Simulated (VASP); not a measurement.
# PtSe2 (Sudovikovite) (P-3m1) in VASP: settings compared

The runs below take PtSe2 (Sudovikovite) through single point, with PBE+D3(BJ), PBEsol+D4.

All numbers are computed with VASP 6.6.1; they aren't measurements. Logs are shortened: lines on timing, memory, paths and dates and some standing lists are left out, and cuts for length are marked.

**1. The cell of the first run**

Symmetry: P-3m1, No. 164, trigonal system. The conventional cell has a = 3.724 Å, b = 3.724 Å, c = 5.062 Å, α = 90.00°, β = 90.00°, γ = 120.00°. Within 3.3 Å of Pt (site symmetry -3m) lie 6 Se at 2.49 Å. Se (site symmetry 3m) has 3 Pt at 2.49 Å within 3.3 Å.

**2. Single point, PBE+D3(BJ)**

INCAR

```
  ALGO = Normal
  EDIFF = 1E-6
  ENCUT = 520
  GGA = PE
  ISIF = 2
  ISMEAR = -1
  IVDW = 12
  LASPH = T
  LCHARG = T
  LELF = T
  LREAL = F
  LVHAR = T
  LWAVE = F
  NBANDS = 18
  NELM = 80
  PREC = Accurate
  SIGMA = 0.05
```

KPOINTS

```
k-points
0
Gamma
  8 8 5
```

POSCAR

```
PtSe2
1.0
    3.7240000000      0.0000000000      0.0000000000
   -1.8620000000      3.2250786037      0.0000000000
    0.0000000000      0.0000000000      5.0620000000
Pt Se
1 2
Direct
    0.0000000000      0.0000000000      0.0000000000
    0.6666666667      0.3333333333      0.7500000000
    0.3333333333      0.6666666667      0.2500000000
```

Potentials or basis: VASP PAW PBE potentials, release 64 (Pt, Se).

Run with:

```console
$ cat potpaw_PBE.64/Pt/POTCAR potpaw_PBE.64/Se/POTCAR > POTCAR
$ mpirun -np 1 vasp_std > vasp.out
```

OUTCAR:

```text
EDIFF = 1E-6
   ENCUT = 520
   GGA = PE
   ISIF = 2
   ISMEAR = -1
   IVDW = 12
   LASPH = T
   LREAL = F
   NELM = 80
   PREC = Accurate
 IVDW          = 12

 ion  position               nearest neighbor table
   1  0.000  0.000  0.000-   2 2.49   3 2.49   2 2.49   3 2.49   2 2.49   3 2.49
   2  0.667  0.333  0.750-   1 2.49   1 2.49   1 2.49
   3  0.333  0.667  0.250-   1 2.49   1 2.49   1 2.49

  LATTYP: Found a hexagonal cell.
 ALAT       =     3.7240000000
 C/A-ratio  =     1.3592910849

  Lattice vectors:

 A1 = (   3.7240000000,   0.0000000000,   0.0000000000)
 A2 = (  -1.8620000000,   3.2250786037,   0.0000000000)
 A3 = (   0.0000000000,   0.0000000000,   5.0620000000)

Analysis of symmetry for initial positions (statically):
=====================================================================
 Subroutine PRICEL returns:
 Original cell was already a primitive cell.

 Routine SETGRP: Setting up the symmetry group for a
 hexagonal supercell.

 Subroutine GETGRP returns: Found 12 space group operations
 (whereof 12 operations were pure point group operations)
 out of a pool of 24 trial point group operations.

The static configuration has the point symmetry D_3d.

Analysis of symmetry for dynamics (positions and initial velocities):
=====================================================================
 Subroutine PRICEL returns:
 Original cell was already a primitive cell.

 Routine SETGRP: Setting up the symmetry group for a
 hexagonal supercell.

 Subroutine GETGRP returns: Found 12 space group operations
 (whereof 12 operations were pure point group operations)
 out of a pool of 24 trial point group operations.

The dynamic configuration has the point symmetry D_3d.

 Subroutine INISYM returns: Found 12 space group operations
 (whereof 12 operations are pure point group operations),
 and found     1 'primitive' translations

----------------------------------------------------------------------------------------

                                     Primitive cell

  volume of cell :      60.7956

  direct lattice vectors                    reciprocal lattice vectors
     3.724000000  0.000000000  0.000000000     0.268528464  0.155034981  0.000000000
    -1.862000000  3.225078604  0.000000000     0.000000000  0.310069962  0.000000000
     0.000000000  0.000000000  5.062000000     0.000000000  0.000000000  0.197550375

  length of vectors
     3.724000000  3.724000000  5.062000000     0.310069962  0.310069962  0.197550375

  position of ions in fractional coordinates (direct lattice)
     0.000000000  0.000000000  0.000000000
     0.666666667  0.333333333  0.750000000
     0.333333333  0.666666667  0.250000000

  ion indices of the primitive-cell ions
   primitive index   ion index
                 1           1
                 2           2
                 3           3

----------------------------------------------------------------------------------------

 KPOINTS: k-points

Automatic generation of k-mesh.
 Grid dimensions read from file:
 generate k-points for:    8    8    5

 Generating k-lattice:

  Cartesian coordinates                     Fractional coordinates (reciprocal lattice)
     0.033566058  0.019379373  0.000000000     0.125000000  0.000000000  0.000000000
     0.000000000  0.038758745  0.000000000     0.000000000  0.125000000  0.000000000
     0.000000000  0.000000000  0.039510075     0.000000000  0.000000000  0.200000000

  Length of vectors
     0.038758745  0.038758745  0.039510075

  Shift w.r.t. Gamma in fractional coordinates (k-lattice)
     0.000000000  0.000000000  0.000000000

 Subroutine IBZKPT returns following result:
 ===========================================

 Found     40 irreducible k-points:

 Following reciprocal coordinates:
            Coordinates               Weight
  0.000000  0.000000  0.000000      1.000000
  0.125000 -0.000000  0.000000      6.000000
  0.250000 -0.000000  0.000000      6.000000
  0.375000  0.000000  0.000000      6.000000
  0.500000 -0.000000  0.000000      3.000000
  0.125000  0.125000  0.000000      6.000000
[... 16 lines left out ...]
 -0.125000  0.500000  0.200000     12.000000
  0.250000  0.250000  0.200000     12.000000
 [... further k-points ...]
   k-points           NKPTS =     40   k-points in BZ     NKDIM =     40   number of bands    NBANDS=     18
   number of dos      NEDOS =    301   number of ions     NIONS =      3
   total plane-waves  NPLWV =  31360
   dimension x,y,z NGX =    28 NGY =   28 NGZ =   40
   dimension x,y,z NGXF=    56 NGYF=   56 NGZF=   80
   ions per type =               1   2
   NGX,Y,Z   is equivalent  to a cutoff of  12.50, 12.50, 13.14 a.u.
   NGXF,Y,Z  is equivalent  to a cutoff of  25.00, 25.00, 26.27 a.u.
 SYSTEM =  unknown system
   PREC   = accura    normal or accurate (medium, high low for compatibility)
   ISTART =      0    job   : 0-new  1-cont  2-samecut
   ICHARG =      2    charge: 1-file 2-atom 10-const
   ISPIN  =      1    spin polarized calculation?
   LNONCOLLINEAR =      F non collinear calculations
   LSORBIT =      F    spin-orbit coupling
   LASPH  =      T    aspherical Exc in radial PAW
   ENCUT  =  520.0 eV  38.22 Ry    6.18 a.u.   6.92  6.92  9.41*2*pi/ulx,y,z
   NELM   =     80;   NELMIN=  2; NELMDL= -5     # of ELM steps
   EDIFF  = 0.1E-05   stopping-criterion for ELM
   LREAL  =      F    real-space projection
   EDIFFG = 0.1E-04   stopping-criterion for IOM
   NSW    =      0    number of steps for IOM
   IBRION =     -1    ionic relax: 0-MD 1-quasi-New 2-CG
   NFREE  =      0    steps in history (QN), initial steepest desc. (CG)
   ISIF   =      2    stress and relaxation
   ISYM   =      2    0-nonsym 1-usesym 2-fastsym
   POTIM  = 0.5000    time-step for ionic-motion
   TEBEG  =    0.0;   TEEND  =   0.0 temperature during run
   PSTRESS=    0.0 pullay stress
   NELECT =      22.0000    total number of electrons
   NUPDOWN=      -1.0000    fix difference up-down
   EMIN   =  10.00;   EMAX   =-10.00  energy-range for DOS
   EFERMI =   0.00;   METHOD = LEGACY
   ISMEAR =    -1;   SIGMA  =   0.05  broadening in eV -4-tet -1-fermi 0-gaus
   EFERMI_NEDOS =   21; number of points for ismear=-14 and -15
   IALGO  =     38    algorithm
   IMIX   =      4    mixing-type and parameters
     AMIX     =   0.40;   BMIX     =  1.00
     AMIX_MAG =   1.60;   BMIX_MAG =  1.00
  volume/ion in A,a.u.               =      20.27       136.76
  Fermi-wavevector in a.u.,A,eV,Ry     =   1.166608  2.204570 18.517184  1.360975
  Thomas-Fermi vector in A             =   2.303119
   LORBIT       =      0    0 simple, 1 ext, 2 COOP (PROOUT), +10 PAW based schemes
   GGA     = PE    functional components
   LHFCALC =     F    Hartree Fock is set to
   AEXX    =    0.0000 exact exchange contribution
   IVDW    =    12    specifies the selected vdW correction
   LEPSILON=     F    determine dielectric tensor
   LRPA    =     F    only Hartree local field effects (RPA)
 non-spin polarized calculation
  energy-cutoff  :      520.00
  volume of cell :       60.80
 maximum number of plane-waves:      1654
   NGX = 13   NGY = 13   NGZ = 19

 number of electron      21.9999999 magnetization

 Free energy of the ion-electron system (eV)
  ---------------------------------------------------
  ext. energy  EPLUGINS =         0.00000000
  ---------------------------------------------------
  free energy    TOTEN  =       -14.18820141 eV

  energy without entropy =      -14.18267698  energy(sigma->0) =      -14.18543920

 E-fermi :   6.5844     XC(G=0): -10.6328

 val. band max:        6.5817997370   @ k =   0.0000   0.1250   0.2000
 cond. band min:       6.6536292917   @ k =   0.3750   0.2500   0.0000
 fundamental gap:      0.0718295546
 Fermi energy:         6.5844182764

 k-point     1 :       0.0000    0.0000    0.0000
  band No.  band energies     occupation
      1      -9.1798      2.00000
      2      -6.3552      2.00000
      3      -0.6647      2.00000
      4       0.0396      2.00000
      5       0.0396      2.00000
      6       2.4992      2.00000
[... 10 lines left out ...]
     17      13.8140      0.00000
     18      18.3478      0.00000

 k-point     2 :       0.1250   -0.0000    0.0000
  band No.  band energies     occupation
      1      -9.0052      2.00000
      2      -6.4335      2.00000
      3      -0.4588      2.00000
      4       0.1517      2.00000
      5       0.1663      2.00000
      6       2.2492      2.00000
[... 10 lines left out ...]
     17      14.3644      0.00000
     18      16.3165      0.00000

 k-point     3 :       0.2500   -0.0000    0.0000
  band No.  band energies     occupation
      1      -8.5229      2.00000
      2      -6.6337      2.00000
      3       0.0383      2.00000
      4       0.4232      2.00000
      5       0.5462      2.00000
      6       1.3078      2.00000
[... 10 lines left out ...]
     17      14.8080      0.00000
     18      14.8770      0.00000

 k-point     4 :       0.3750    0.0000    0.0000
  band No.  band energies     occupation
      1      -7.8747      2.00000
      2      -6.9052      2.00000
      3      -0.3175      2.00000
      4       0.6504      2.00000
      5       0.9090      2.00000
      6       1.4846      2.00000
[... 375 lines left out ...]
      4       0.5070      2.00000
      5       1.3456      2.00000
      6       1.3641      2.00000
[... 10 lines left out ...]
     17      15.5807      0.00000
     18      16.0899      0.00000

 k-point    23 :      -0.1250    0.5000    0.2000
  band No.  band energies     occupation
      1      -7.5327      2.00000
      2      -6.9901      2.00000
      3      -0.7452      2.00000
      4       0.3517      2.00000
      5       0.9159      2.00000
      6       2.0421      2.00000
[... 10 lines left out ...]
     17      15.7965      0.00000
     18      16.4459      0.00000

 k-point    24 :       0.2500    0.2500    0.2000
  band No.  band energies     occupation
      1      -7.5236      2.00000
      2      -7.0147      2.00000
      3      -0.2179      2.00000
      4       0.2585      2.00000
      5       0.7415      2.00000
      6       1.5353      2.00000
[... 10 lines left out ...]
     17      14.9993      0.00000
     18      15.5593      0.00000

 [... further k-points ...]

------------------------ aborting loop because EDIFF is reached ----------------------------------------

 Edisp (eV)   -1.43094

 E8    (eV) :    -0.6140

  FORCE on cell =-STRESS in cart. coord.  units (eV):
  Direction    XX          YY          ZZ          XY          YZ          ZX
  --------------------------------------------------------------------------------------
  -------------------------------------------------------------------------------------
  Total       1.56225     1.56225     0.81899    -0.00000     0.00000     0.00000
  in kB      41.17066    41.17066    21.58330    -0.00000     0.00000     0.00000
  external pressure =       34.64 kB  Pullay stress =        0.00 kB

 VOLUME and BASIS-vectors are now :
 -----------------------------------------------------------------------------
  energy-cutoff  :      520.00
  volume of cell :       60.80
      direct lattice vectors                 reciprocal lattice vectors
     3.724000000  0.000000000  0.000000000     0.268528464  0.155034981  0.000000000
    -1.862000000  3.225078604  0.000000000     0.000000000  0.310069962  0.000000000
     0.000000000  0.000000000  5.062000000     0.000000000  0.000000000  0.197550375

 POSITION                                       TOTAL-FORCE (eV/Angst)
 -----------------------------------------------------------------------------------
      0.00000      0.00000      0.00000         0.000000      0.000000      0.000000
      1.86200      1.07503      3.79650         0.000000      0.000000     -0.625774
     -0.00000      2.15005      1.26550        -0.000000     -0.000000      0.625774
 -----------------------------------------------------------------------------------
    total drift:                               -0.000000     -0.000000     -0.000000

  FREE ENERGIE OF THE ION-ELECTRON SYSTEM (eV)
  ---------------------------------------------------
  free  energy   TOTEN  =       -15.6191447717 eV

  energy  without entropy=      -15.6136203411  energy(sigma->0) =      -15.61638256
```

It took 45 s on 1 thread of Intel Xeon Platinum 8375C at 2.90GHz (Ice Lake), shared host; peak memory 0.21 GiB.

Results:

* Free energy: -15.6191 eV
* Pressure: 3.5 GPa
* Largest force: 0.626 eV/Å
* Band gap on the k mesh: zero (band 11 reaches 6.94 eV, above the bottom of band 12 at 6.65 eV)
* Dispersion energy per atom: -0.477 eV

Forces on the atoms (eV/Å):
```
Pt   0.000  0.000  0.000
Se   0.000  0.000 -0.626
Se   0.000  0.000  0.626
```

Caveat: spin-orbit coupling is left out, which moves the levels of the heavy elements; pairwise dispersion overbinds metals, which lowers pressure and volume.

(Continued in part 2 of 2.)
